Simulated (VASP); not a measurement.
# HgTe (Fm-3m) in VASP: settings compared

Aim: see how the results for HgTe move with the level of theory and the settings. Levels: r2SCAN50, PBE-based screened hybrid with 25 % exact exchange, PBEsol-based screened hybrid with 25 % exact exchange. Tasks: single point, relaxation of cell and atoms.

Program: VASP 6.6.1. These are calculated values, not measurements. Logs are shortened: lines on timing, memory, paths and dates and some standing lists are left out, and cuts for length are marked.

## (1) The cell of the first run

The structure is cubic, space group Fm-3m (No. 225). Conventional cell: a = 6.360 Å, b = 6.360 Å, c = 6.360 Å, α = 90.00°, β = 90.00°, γ = 90.00°. Hg (site symmetry m-3m) has 6 Te at 3.18 Å within 4.2 Å. Te (site symmetry m-3m) has 6 Hg at 3.18 Å within 4.2 Å.

## (2) Single point, r2SCAN50

Input file POSCAR:

```
HgTe
1.0
    0.0000000000      3.1800000000      3.1800000000
    3.1800000000      0.0000000000      3.1800000000
    3.1800000000      3.1800000000      0.0000000000
Hg Te
1 1
Direct
    0.0000000000      0.0000000000      0.0000000000
    0.5000000000      0.5000000000      0.5000000000
```

Input file INCAR.step1:

```
ALGO = Normal
EDIFF = 1E-5
ENCUT = 520
GGA = PE
ISIF = 2
ISMEAR = -1
LASPH = T
LCHARG = F
LREAL = F
LWAVE = T
NBANDS = 16
NELM = 60
PREC = Accurate
SIGMA = 0.05
```

Input file INCAR.step2:

```
AEXX = 0.5
ALGO = Normal
EDIFF = 1E-6
ENCUT = 520
ISIF = 2
ISMEAR = -1
ISTART = 1
LASPH = T
LCHARG = F
LHFCALC = T
LMIXTAU = T
LREAL = F
LWAVE = F
METAGGA = R2SCAN
NBANDS = 16
NELM = 60
PREC = Accurate
PRECFOCK = Normal
SIGMA = 0.05
```

Input file KPOINTS:

```
k-points
0
Gamma
  4 4 4
```

Potentials or basis: VASP PAW PBE potentials, release 64 (Hg, Te).

Started as:

```sh
$ cat potpaw_PBE.64/Hg/POTCAR potpaw_PBE.64/Te/POTCAR > POTCAR
$ cp INCAR.step1 INCAR
$ mpirun -np 1 vasp_std > vasp.out
$ cp INCAR.step2 INCAR
$ mpirun -np 1 vasp_std > vasp.out
```

OUTCAR:

```text
AEXX = 0.5
   EDIFF = 1E-6
   ENCUT = 520
   ISIF = 2
   ISMEAR = -1
   ISTART = 1
   LASPH = T
   LHFCALC = T
   LREAL = F
   METAGGA = R2SCAN
   NELM = 60
   PREC = Accurate
   PRECFOCK = Normal

 ion  position               nearest neighbor table
   1  0.000  0.000  0.000-   2 3.18   2 3.18   2 3.18   2 3.18   2 3.18   2 3.18
   2  0.500  0.500  0.500-   1 3.18   1 3.18   1 3.18   1 3.18   1 3.18   1 3.18

  LATTYP: Found a face centered cubic cell.
 ALAT       =     6.3600000000

  Lattice vectors:

 A1 = (   0.0000000000,   3.1800000000,   3.1800000000)
 A2 = (   3.1800000000,   0.0000000000,   3.1800000000)
 A3 = (   3.1800000000,   3.1800000000,   0.0000000000)

Analysis of symmetry for initial positions (statically):
=====================================================================
 Subroutine PRICEL returns:
 Original cell was already a primitive cell.

 Routine SETGRP: Setting up the symmetry group for a
 face centered cubic supercell.

 Subroutine GETGRP returns: Found 48 space group operations
 (whereof 48 operations were pure point group operations)
 out of a pool of 48 trial point group operations.

The static configuration has the point symmetry O_h .

Analysis of symmetry for dynamics (positions and initial velocities):
=====================================================================
 Subroutine PRICEL returns:
 Original cell was already a primitive cell.

 Routine SETGRP: Setting up the symmetry group for a
 face centered cubic supercell.

 Subroutine GETGRP returns: Found 48 space group operations
 (whereof 48 operations were pure point group operations)
 out of a pool of 48 trial point group operations.

The dynamic configuration has the point symmetry O_h .

 Subroutine INISYM returns: Found 48 space group operations
 (whereof 48 operations are pure point group operations),
 and found     1 'primitive' translations

----------------------------------------------------------------------------------------

                                     Primitive cell

  volume of cell :      64.3149

  direct lattice vectors                    reciprocal lattice vectors
     0.000000000  3.180000000  3.180000000    -0.157232704  0.157232704  0.157232704
     3.180000000  0.000000000  3.180000000     0.157232704 -0.157232704  0.157232704
     3.180000000  3.180000000  0.000000000     0.157232704  0.157232704 -0.157232704

  length of vectors
     4.497199128  4.497199128  4.497199128     0.272335033  0.272335033  0.272335033

  position of ions in fractional coordinates (direct lattice)
     0.000000000  0.000000000  0.000000000
     0.500000000  0.500000000  0.500000000

  ion indices of the primitive-cell ions
   primitive index   ion index
                 1           1
                 2           2

----------------------------------------------------------------------------------------

 KPOINTS: k-points

Automatic generation of k-mesh.
 Grid dimensions read from file:
 generate k-points for:    4    4    4

 Generating k-lattice:

  Cartesian coordinates                     Fractional coordinates (reciprocal lattice)
    -0.039308176  0.039308176  0.039308176     0.250000000  0.000000000  0.000000000
     0.039308176 -0.039308176  0.039308176     0.000000000  0.250000000  0.000000000
     0.039308176  0.039308176 -0.039308176     0.000000000  0.000000000  0.250000000

  Length of vectors
     0.068083758  0.068083758  0.068083758

  Shift w.r.t. Gamma in fractional coordinates (k-lattice)
     0.000000000  0.000000000  0.000000000

 Subroutine IBZKPT returns following result:
 ===========================================

 Found      8 irreducible k-points:

 Following reciprocal coordinates:
            Coordinates               Weight
  0.000000  0.000000  0.000000      1.000000
  0.250000  0.000000  0.000000      8.000000
  0.500000  0.000000  0.000000      4.000000
  0.250000  0.250000  0.000000      6.000000
  0.500000  0.250000  0.000000     24.000000
 -0.250000  0.250000  0.000000     12.000000
  0.500000  0.500000  0.000000      3.000000
 -0.250000  0.500000  0.250000      6.000000
   k-points           NKPTS =      8   k-points in BZ     NKDIM =     64   number of bands    NBANDS=     16
   number of dos      NEDOS =    301   number of ions     NIONS =      2
   total plane-waves  NPLWV =  46656
   dimension x,y,z NGX =    36 NGY =   36 NGZ =   36
   dimension x,y,z NGXF=    72 NGYF=   72 NGZF=   72
   ions per type =               1   1
   NGX,Y,Z   is equivalent  to a cutoff of  13.31, 13.31, 13.31 a.u.
   NGXF,Y,Z  is equivalent  to a cutoff of  26.62, 26.62, 26.62 a.u.
 SYSTEM =  unknown system
   PREC   = accura    normal or accurate (medium, high low for compatibility)
   ISTART =      1    job   : 0-new  1-cont  2-samecut
   ICHARG =      0    charge: 1-file 2-atom 10-const
   ISPIN  =      1    spin polarized calculation?
   LNONCOLLINEAR =      F non collinear calculations
   LSORBIT =      F    spin-orbit coupling
[... 40 lines left out ...]
   LEPSILON=     F    determine dielectric tensor
   LRPA    =     F    only Hartree local field effects (RPA)
 non-spin polarized calculation
  energy-cutoff  :      520.00
  volume of cell :       64.31
 maximum number of plane-waves:      1759
 NGX is ok and might be reduce to    36
  NGX = 28; NGY = 28; NGZ = 28

 number of electron      17.9999998 magnetization

 Free energy of the ion-electron system (eV)
  ---------------------------------------------------
  ext. energy  EPLUGINS =         0.00000000
  ---------------------------------------------------
  free energy    TOTEN  =       -43.09553177 eV

  energy without entropy =      -43.09553108  energy(sigma->0) =      -43.09553142

 E-fermi :   2.2896     XC(G=0):  -5.5390

 val. band max:        1.6270239448   @ k =   0.5000   0.0000   0.0000
 cond. band min:       2.9125306910   @ k =   0.5000   0.0000   0.0000
 fundamental gap:      1.2855067462
 Fermi energy:         2.2896482964

 k-point     1 :       0.0000    0.0000    0.0000
  band No.  band energies     occupation
      1     -12.0435      2.00000
      2      -7.5741      2.00000
      3      -7.5740      2.00000
      4      -7.5096      2.00000
      5      -7.5053      2.00000
      6      -7.5005      2.00000
[... 8 lines left out ...]
     15      12.6399      0.00000
     16      12.6599      0.00000

 k-point     2 :       0.2500    0.0000    0.0000
  band No.  band energies     occupation
      1     -11.5459      2.00000
      2      -7.6872      2.00000
      3      -7.6853      2.00000
      4      -7.5405      2.00000
      5      -7.4591      2.00000
      6      -7.4488      2.00000
[... 8 lines left out ...]
     15      13.5330      0.00000
     16      13.5357      0.00000

 k-point     3 :       0.5000    0.0000    0.0000
  band No.  band energies     occupation
      1     -10.8760      2.00000
      2      -7.8004      2.00000
      3      -7.7978      2.00000
      4      -7.6366      2.00000
      5      -7.4018      2.00000
      6      -7.3915      2.00000
[... 8 lines left out ...]
     15      15.8402      0.00000
     16      15.8464      0.00000

 k-point     4 :       0.2500    0.2500    0.0000
  band No.  band energies     occupation
      1     -11.4887      2.00000
      2      -7.6518      2.00000
      3      -7.5475      2.00000
      4      -7.5425      2.00000
      5      -7.4430      2.00000
      6      -7.4378      2.00000
[... 8 lines left out ...]
     15      15.9303      0.00000
     16      15.9938      0.00000

 k-point     5 :       0.5000    0.2500    0.0000
  band No.  band energies     occupation
      1     -11.0296      2.00000
      2      -7.6587      2.00000
      3      -7.5580      2.00000
      4      -7.4720      2.00000
      5      -7.3757      2.00000
      6      -7.2617      2.00000
[... 8 lines left out ...]
     15      16.3211      0.00000
     16      16.4982      0.00000

 k-point     6 :      -0.2500    0.2500    0.0000
  band No.  band energies     occupation
      1     -11.0777      2.00000
      2      -7.7696      2.00000
      3      -7.6387      2.00000
      4      -7.5115      2.00000
      5      -7.4194      2.00000
      6      -7.3491      2.00000
[... 8 lines left out ...]
     15      15.2646      0.00000
     16      15.7996      0.00000

 k-point     7 :       0.5000    0.5000    0.0000
  band No.  band energies     occupation
      1     -11.1501      2.00000
      2      -7.5886      2.00000
      3      -7.5113      2.00000
      4      -7.3505      2.00000
      5      -7.3453      2.00000
      6      -6.7148      2.00000
[... 8 lines left out ...]
     15      17.6621      0.00000
     16      17.8074      0.00000

 k-point     8 :      -0.2500    0.5000    0.2500
  band No.  band energies     occupation
      1     -10.9883      2.00000
      2      -7.6917      2.00000
      3      -7.4948      2.00000
      4      -7.4898      2.00000
      5      -7.3498      2.00000
      6      -6.8752      2.00000
[... 8 lines left out ...]
     15      15.3691      0.00000
     16      17.7990      0.00000

------------------------ aborting loop because EDIFF is reached ----------------------------------------

  FORCE on cell =-STRESS in cart. coord.  units (eV):
  Direction    XX          YY          ZZ          XY          YZ          ZX
  --------------------------------------------------------------------------------------
  -------------------------------------------------------------------------------------
  Total       -2.6685028     -2.6685028     -2.6685028      0.0000000     -0.0000000      0.0000000
  in kB      -66.4763087    -66.4763087    -66.4763087      0.0000000     -0.0000000      0.0000000
  external PRESSURE =     -66.4763087 kB  Pullay stress =       0.0000000 kB

 VOLUME and BASIS-vectors are now :
 -----------------------------------------------------------------------------
  energy-cutoff  :      520.00
  volume of cell :       64.31
      direct lattice vectors                 reciprocal lattice vectors
     0.000000000  3.180000000  3.180000000    -0.157232704  0.157232704  0.157232704
     3.180000000  0.000000000  3.180000000     0.157232704 -0.157232704  0.157232704
     3.180000000  3.180000000  0.000000000     0.157232704  0.157232704 -0.157232704

 POSITION                                       TOTAL-FORCE (eV/Angst)
 -----------------------------------------------------------------------------------
      0.00000      0.00000      0.00000         0.000000     -0.000000      0.000000
      3.18000      3.18000      3.18000        -0.000000      0.000000     -0.000000
 -----------------------------------------------------------------------------------
    total drift:                               -0.000000     -0.000000     -0.000000

  FREE ENERGIE OF THE ION-ELECTRON SYSTEM (eV)
  ---------------------------------------------------
  free  energy   TOTEN  =       -43.0955317664 eV

  energy  without entropy=      -43.0955310806  energy(sigma->0) =      -43.09553142
```

Run time: 28 min. Hardware: 1 thread of AMD EPYC 7R13 (Zen 3), shared host; peak memory 0.19 GiB.

What came out:

```
Free energy            : -43.0955 eV
Pressure               : -6.6 GPa
Band gap on the k mesh : zero (bands 9 and 10 overlap by 3.25 eV)
```

Levels at points of the mesh, in eV from the Fermi level:
```tsv
k point	band 5	band 6	band 7	band 8	band 9	band 10	band 11	band 12	band 13	band 14
(0.00, 0.00, 0.00)	-9.79	-9.79	-1.42	-1.40	-1.38	-1.08	9.91	9.91	9.92	10.34
(0.50, 0.00, 0.00)	-9.69	-9.68	-6.93	-0.66	0.62	4.60	5.68	6.20	6.23	12.58
(0.50, 0.50, 0.00)	-9.63	-9.00	-5.03	-2.94	-2.93	-2.63	6.97	11.60	11.61	11.86
```

Caveat: the k points lie up to 0.43 Å⁻¹ apart, too coarse for converged energies and pressures of a metal; the PAW data sets were made with another functional, which shifts forces and pressure a little; spin-orbit coupling is left out, which moves the levels of the heavy elements.

## (3) Relaxation of cell and atoms, PBE-based screened hybrid with 25 % exact exchange

POSCAR is that of step 2.

Input file INCAR.step1:

```
ALGO = Normal ; EDIFF = 1E-5
ENCUT = 600 ; GGA = PE
ISMEAR = -1 ; LASPH = True
LCHARG = False ; LREAL = False
LWAVE = True ; NBANDS = 16
NELM = 80 ; PREC = Accurate
SIGMA = 0.05
```

Input file INCAR.step2:

```
AEXX = 0.25 ; ALGO = Normal
EDIFF = 1E-7 ; EDIFFG = -0.01
ENCUT = 600 ; GGA = PE
HFSCREEN = 0.3 ; IBRION = 2
ISIF = 3 ; ISMEAR = -1
ISTART = 1 ; LASPH = True
LCHARG = False ; LHFCALC = True
LREAL = False ; LWAVE = False
NELM = 80 ; NSW = 60
PREC = Accurate ; PRECFOCK = Normal
SIGMA = 0.05
```

KPOINTS is that of step 2.

Potentials or basis: VASP PAW PBE potentials, release 64 (Hg, Te).

Started as:

```sh
$ cat potpaw_PBE.64/Hg/POTCAR potpaw_PBE.64/Te/POTCAR > POTCAR
$ cp INCAR.step1 INCAR
$ mpirun -np 1 vasp_std > vasp.out
$ cp INCAR.step2 INCAR
$ mpirun -np 1 vasp_std > vasp.out
```

Wall time 48 min (1 thread of Intel Xeon Platinum 8375C at 2.90GHz (Ice Lake), shared host); peak memory 0.35 GiB.

Results (log left out):

```
Free energy                           : -4.0049 eV
Relaxed volume                        : 28.87 Å³/atom
Relaxed cell                          : a = 4.338 Å, b = 4.338 Å, c = 4.338 Å, α = 60.00°, β = 60.00°, γ = 60.00°
Space group after relaxing (to 0.1 Å) : Fm-3m (No. 225)
Energy gained by relaxing             : 47.0 meV/atom
Ionic steps                           : 3
Pressure after relaxing               : 0.0 GPa
Band gap on the k mesh                : zero (bands 9 and 10 overlap by 2.61 eV)
```

Step by step:
| step | energy change (eV) | largest force (eV/Å) | pressure (GPa) | volume (Å³) |
| --- | --- | --- | --- | --- |
| 1 | 0.0000 | 0.0000 | -4.10 | 64.31 |
| 2 | -0.0923 | 0.0000 | 0.72 | 56.96 |
| 3 | -0.0940 | 0.0000 | 0.01 | 57.74 |

Final structure:
```
Hg Te
1.0
     0.00000    3.06767    3.06767
     3.06767    0.00000    3.06767
     3.06767    3.06767    0.00000
Hg Te
1 1
Direct
  0.00000 0.00000 0.00000
  0.50000 0.50000 0.50000
```

Levels at points of the mesh, in eV from the Fermi level:
```
           k point  band 5  band 6  band 7  band 8  band 9  band 10  band 11  band 12  band 13
(0.00, 0.00, 0.00)   -8.06   -8.06   -0.95   -0.95   -0.95    -0.95     8.23     8.23     8.23
(0.50, 0.00, 0.00)   -7.91   -7.91   -6.29    0.00    0.00     2.77     4.04     4.16     4.16
(0.50, 0.50, 0.00)   -7.84   -7.14   -4.73   -2.86   -2.61    -2.61     5.01     9.69     9.69
```

Caveat: the k points lie up to 0.44 Å⁻¹ apart in the final cell, too coarse for converged energies and pressures of a metal; the PAW data sets were made with another functional, which shifts forces and pressure a little; spin-orbit coupling is left out, which moves the levels of the heavy elements.

## (4) Relaxation of cell and atoms, PBEsol-based screened hybrid with 25 % exact exchange

POSCAR is that of step 3.

Input file INCAR.step1:

```
PREC = Accurate
ENCUT = 600
EDIFF = 1E-5
ISMEAR = -1
SIGMA = 0.05
LREAL = F
LASPH = T
NELM = 80
ALGO = Normal
LWAVE = T
LCHARG = F
GGA = PE
NBANDS = 16
```

Input file INCAR.step2:

```
PREC = Accurate
ENCUT = 600
EDIFF = 1E-7
ISMEAR = -1
SIGMA = 0.05
LREAL = F
LASPH = T
NELM = 80
ALGO = Normal
ISIF = 3
LWAVE = F
LCHARG = F
GGA = PS
LHFCALC = T
AEXX = 0.25
HFSCREEN = 0.207
PRECFOCK = Normal
IBRION = 2
NSW = 60
EDIFFG = -0.01
ISTART = 1
```

Input file KPOINTS:

```
Automatic mesh
0
Gamma
  4 4 4
```

Started as:

```sh
$ cat potpaw_PBE.64/Hg/POTCAR potpaw_PBE.64/Te/POTCAR > POTCAR
$ cp INCAR.step1 INCAR
$ mpirun -np 1 vasp_std > vasp.out
$ cp INCAR.step2 INCAR
$ mpirun -np 1 vasp_std > vasp.out
```

It took 47 min on 1 thread of Intel Xeon Platinum 8375C at 2.90GHz (Ice Lake), shared host; peak memory 0.35 GiB.

The run converged. Its results:

```
Free energy                           : -4.7517 eV
Relaxed volume                        : 27.59 Å³/atom
Relaxed cell                          : a = 4.274 Å, b = 4.274 Å, c = 4.274 Å, α = 60.00°, β = 60.00°, γ = 60.00°
Space group after relaxing (to 0.1 Å) : Fm-3m (No. 225)
Energy gained by relaxing             : 102.2 meV/atom
Ionic steps                           : 3
Pressure after relaxing               : 0.0 GPa
Band gap on the k mesh                : zero (bands 9 and 10 overlap by 2.93 eV)
```

Step by step:
```tsv
step	energy change (eV)	largest force (eV/Å)	pressure (GPa)	volume (Å³)
1	0.0000	0.0000	-6.13	64.31
2	-0.1944	0.0000	1.98	53.53
3	-0.2044	0.0000	0.02	55.19
```

Final structure:
```xyz
2
Lattice="0.0000 3.0218 3.0218 3.0218 0.0000 3.0218 3.0218 3.0218 0.0000" Properties=species:S:1:pos:R:3 pbc="T T T"
Hg    0.0000    0.0000    0.0000
Te    3.0218    3.0218    3.0218
```

Levels at points of the mesh, in eV from the Fermi level:
```csv
k point,band 5,band 6,band 7,band 8,band 9,band 10,band 11,band 12,band 13
"(0.00, 0.00, 0.00)",-8.38,-8.38,-1.11,-1.11,-1.11,-0.81,8.44,8.44,8.44
"(0.50, 0.00, 0.00)",-8.20,-8.20,-6.72,0.00,0.00,2.72,4.13,4.13,4.39
"(0.50, 0.50, 0.00)",-8.12,-7.32,-5.23,-3.01,-2.93,-2.93,4.98,10.07,10.07
```

Caveat: the k points lie up to 0.45 Å⁻¹ apart in the final cell, too coarse for converged energies and pressures of a metal; the PAW data sets were made with another functional, which shifts forces and pressure a little; spin-orbit coupling is left out, which moves the levels of the heavy elements.

## (5) The runs side by side

| task | level | cell | cutoff (eV) | share of exact exchange | screening parameter | gap on the mesh (eV) | pressure (GPa) | relaxed volume (Å³/atom) |
| --- | --- | --- | --- | --- | --- | --- | --- | --- |
| single point | r2SCAN50 | as given | 520 | 0.5 | - | none | -6.6 | - |
| relaxation of cell and atoms | PBE-based screened hybrid with 25 % exact exchange | relaxed | 600 | 0.25 | 0.3 1/Å | none | 0.0 | 28.87 |
| relaxation of cell and atoms | PBEsol-based screened hybrid with 25 % exact exchange | relaxed | 600 | 0.25 | 0.207 1/Å | none | 0.0 | 27.59 |

Alike in all rows: potentials or basis VASP PAW PBE potentials, release 64 (Hg, Te); no spin polarisation; k mesh 4 × 4 × 4; smearing fermi-dirac 0.05 eV.

Caveats: all runs use coarse meshes; the PAW data sets were made with another functional, which shifts forces and pressure a little; spin-orbit coupling is left out, which moves the levels of the heavy elements.

Total energies depend on the potentials used, so only differences within one code and one set of settings carry meaning.
